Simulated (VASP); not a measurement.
# H4C (I-42m) in VASP: notebook, part 2 of 2

VASP 6.6.1. The steps go on from the part before.

**4. Single point, LDA (strain +0.1000 x Voigt [1, 0, 0, 0, 0, 0])**

INCAR

```
PREC     = Accurate       # precision mode
ENCUT    = 520            # plane-wave cutoff, eV
EDIFF    = 1E-7           # SCF threshold, eV
ISMEAR   = 0              # smearing method
SIGMA    = 0.05           # smearing width, eV
LREAL    = F              # projectors in reciprocal space
LASPH    = T              # aspherical terms in the spheres
NELM     = 80             # most SCF steps
ALGO     = Normal         # electronic algorithm
ISIF     = 2              # what is computed and relaxed
LWAVE    = F              # write WAVECAR
LCHARG   = F              # write CHGCAR
GGA      = CA             # functional
NBANDS   = 12             # bands
```

KPOINTS

```
regular mesh
0
Gamma
  6 6 6
```

POSCAR

```
H4C
1.0
   -2.7268171490      2.4789246809      2.4789246809
    2.7268171490     -2.4789246809      2.4789246809
    2.7268171490      2.4789246809     -2.4789246809
H C
4 1
Direct
    0.0000000000      0.0000000000      0.7463128700
    0.7463128700      0.0000000000      0.0000000000
    0.0000000000      0.7463128700      0.0000000000
    0.2536871300      0.2536871300      0.2536871300
    0.0000000000      0.0000000000      0.0000000000
```

Potentials or basis: VASP PAW LDA potentials, release 64 (H, C).

The run is started by

```bash
> cat potpaw_LDA.64/H/POTCAR potpaw_LDA.64/C/POTCAR > POTCAR
> mpirun -np 1 vasp_std > vasp.out
```

OUTCAR:

```text
PREC = Accurate
   ENCUT = 520
   EDIFF = 1E-7
   ISMEAR = 0
   LREAL = F
   LASPH = T
   NELM = 80
   ISIF = 2
   GGA = CA

 ion  position               nearest neighbor table
   1  0.000  0.000  0.746-   5 1.13
   2  0.746  0.000  0.000-   5 1.13
   3  0.000  0.746  0.000-   5 1.13
   4  0.254  0.254  0.254-   5 1.13
   5  0.000  0.000  0.000-   1 1.13   2 1.13   3 1.13   4 1.13

  LATTYP: Found a body centered tetragonal cell.
 ALAT       =     4.9578493618
 C/A-ratio  =     1.1000000000

  Lattice vectors:

 A1 = (  -2.7268171490,   2.4789246809,  -2.4789246809)
 A2 = (  -2.7268171490,  -2.4789246809,   2.4789246809)
 A3 = (   2.7268171490,   2.4789246809,   2.4789246809)

Analysis of symmetry for initial positions (statically):
=====================================================================
 Subroutine PRICEL returns:
 Original cell was already a primitive cell.

 Routine SETGRP: Setting up the symmetry group for a
 body centered tetragonal supercell.

[... 181 lines left out ...]
  band No.  band energies     occupation
      1     -14.9571      2.00000
      2      -7.5037      2.00000
      3      -6.8785      2.00000
      4      -6.8785      2.00000
      5      -0.0816      0.00000
      6       4.3288      0.00000
      7       4.3288      0.00000
      8       5.3474      0.00000
      9       8.0694      0.00000
     10       8.6106      0.00000
     11       8.8921      0.00000
     12       9.2646      0.00000
[... 331 lines left out ...]
 k-point    24 :       0.3333   -0.1667    0.1667
  band No.  band energies     occupation
      1     -14.7759      2.00000
      2      -7.7868      2.00000
      3      -7.3936      2.00000
      4      -7.0297      2.00000
      5       1.7723      0.00000
      6       3.6500      0.00000
      7       3.9578      0.00000
      8       5.6063      0.00000
      9       5.9477      0.00000
     10       8.0649      0.00000
     11      10.1185      0.00000
     12      10.3817      0.00000

 [... further k-points ...]
[... 5 lines left out ...]
  --------------------------------------------------------------------------------------
  -------------------------------------------------------------------------------------
  Total       -2.4485888     -0.9523516     -0.9523516      0.0000000      0.0000000      0.0000000
  in kB      -58.5307074    -22.7648732    -22.7648732      0.0000000      0.0000000      0.0000000
  external PRESSURE =     -34.6868179 kB  Pullay stress =       0.0000000 kB

 VOLUME and BASIS-vectors are now :
 -----------------------------------------------------------------------------
  energy-cutoff  :      520.00
  volume of cell :       67.03
      direct lattice vectors                 reciprocal lattice vectors
    -2.726817149  2.478924681  2.478924681     0.000000000  0.201700360  0.201700360
     2.726817149 -2.478924681  2.478924681     0.183363963  0.000000000  0.201700360
     2.726817149  2.478924681 -2.478924681     0.183363963  0.201700360  0.000000000

 POSITION                                       TOTAL-FORCE (eV/Angst)
 -----------------------------------------------------------------------------------
      2.03506      1.85005     -1.85005         0.769508      0.259112     -0.259112
     -2.03506      1.85005      1.85005        -0.769508      0.259112      0.259112
      2.03506     -1.85005      1.85005         0.769508     -0.259112      0.259112
      0.69176      0.62887      0.62887        -0.769508     -0.259112     -0.259112
      0.00000      0.00000      0.00000         0.000000      0.000000     -0.000000
 -----------------------------------------------------------------------------------
    total drift:                               -0.000001     -0.000001     -0.000001

  FREE ENERGIE OF THE ION-ELECTRON SYSTEM (eV)
  ---------------------------------------------------
  free  energy   TOTEN  =       -24.8035115383 eV

  energy  without entropy=      -24.8035115383  energy(sigma->0) =      -24.80351154
```

OSZICAR:

```text
N       E                     dE             d eps       ncg     rms          rms(c)
DAV:   1     0.249242431187E+01    0.24924E+01   -0.28890E+03   720   0.507E+02
DAV:   2    -0.260349356210E+02   -0.28527E+02   -0.27344E+02   868   0.953E+01
DAV:   3    -0.281916401417E+02   -0.21567E+01   -0.21521E+01   932   0.257E+01
DAV:   4    -0.282175722976E+02   -0.25932E-01   -0.25930E-01   852   0.338E+00
DAV:   5    -0.282178418372E+02   -0.26954E-03   -0.26954E-03   988   0.319E-01    0.859E+00
DAV:   6    -0.252126039733E+02    0.30052E+01   -0.86455E+00   820   0.119E+01    0.396E+00
DAV:   7    -0.248866688961E+02    0.32594E+00   -0.81388E-01   916   0.442E+00    0.220E+00
DAV:   8    -0.248024969928E+02    0.84172E-01   -0.14109E-01   804   0.202E+00    0.328E-01
DAV:   9    -0.248020739887E+02    0.42300E-03   -0.65231E-03   916   0.373E-01    0.163E-01
DAV:  10    -0.248034380780E+02   -0.13641E-02   -0.76233E-04   772   0.143E-01    0.258E-02
DAV:  11    -0.248035072333E+02   -0.69155E-04   -0.47076E-05   876   0.373E-02    0.117E-02
DAV:  12    -0.248035117708E+02   -0.45375E-05   -0.38985E-06   840   0.935E-03    0.292E-03
DAV:  13    -0.248035114988E+02    0.27195E-06   -0.12968E-06   888   0.457E-03    0.731E-04
DAV:  14    -0.248035115383E+02   -0.39471E-07   -0.52521E-08   812   0.124E-03
   1 F= -.24803512E+02 E0= -.24803512E+02  d E =-.364854E-15
```

Wall time 20 s (1 thread of Intel Xeon 6975P-C, shared host); peak memory 0.17 GiB.

What came out:

- Free energy: -24.8035 eV
- Pressure: -3.5 GPa
- Largest force: 0.852 eV/Å
- Band gap on the k mesh: 6.80 eV, direct

Forces on the atoms (eV/Å):
```
H    0.770  0.259 -0.259
H   -0.770  0.259  0.259
H    0.770 -0.259  0.259
H   -0.770 -0.259 -0.259
C    0.000  0.000  0.000
```

Stress tensor (GPa, compression positive):
```
-5.85  0.00  0.00
 0.00 -2.28  0.00
 0.00  0.00 -2.28
```

Caveat: the cell differs from its parent crystal (strain +0.1000 x Voigt [1, 0, 0, 0, 0, 0]). A k mesh can miss the band edges.

**5. Overview**

```tsv
cell	gap on the mesh (eV)	pressure (GPa)	largest force (eV/Å)
a = 4.404 Å, angles 105.5, 111.5, 111.5°, 5 atoms	6.92	-2.5	0.57
a = 4.422 Å, angles 104.9, 111.8, 111.8°, 5 atoms	6.86	-3.0	0.71
a = 4.441 Å, angles 104.2, 112.1, 112.1°, 5 atoms	6.80	-3.5	0.85
```

Alike in all rows: task single point; level LDA; potentials or basis VASP PAW LDA potentials, release 64 (H, C); no spin polarisation; k mesh 6 × 6 × 6; cutoff (eV) 520; smearing gaussian 0.05 eV.

Absolute energies hang on the potentials; compare differences alone.
